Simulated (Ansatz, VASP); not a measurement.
## Two plane-wave programs on Ge

```
CELL_PARAMETERS angstrom
0.00000 2.81181 2.81181
2.81181 0.00000 2.81181
2.81181 2.81181 0.00000
ATOMIC_POSITIONS crystal
Ge 0.50000 0.50000 0.50000
Ge 0.75000 0.75000 0.75000
```

Alike in both runs: functional LDA; k mesh 14 × 14 × 14; occupations fermi-dirac, width 0.15 eV; no spin polarisation.

Ansatz relaxed the structure, and its values are those at the end. VASP's run is a single point on that final structure, the one shown.

```csv
,VASP,Ansatz
version,VASP 6.6.1,Ansatz 0.2.0
potentials or method,"VASP PAW LDA potentials, release 64 (Ge_d), cutoff 520 eV","scalar-relativistic, plane waves, PAW"
valence electrons in the cell,28,28
```

Ansatz gave:

```
gap on the k mesh at the Fermi level (eV) : none
pressure (GPa)                            : 0.0
```

Problem. What did VASP give for the same quantities?

Solution. gap on the k mesh at the Fermi level (eV): none; pressure (GPa): 0.2.

LDA's correlation is that of Perdew and Zunger in VASP and of Perdew and Wang (1992) in Ansatz. A gap of «none» marks a metal or a gap that the smearing closes.
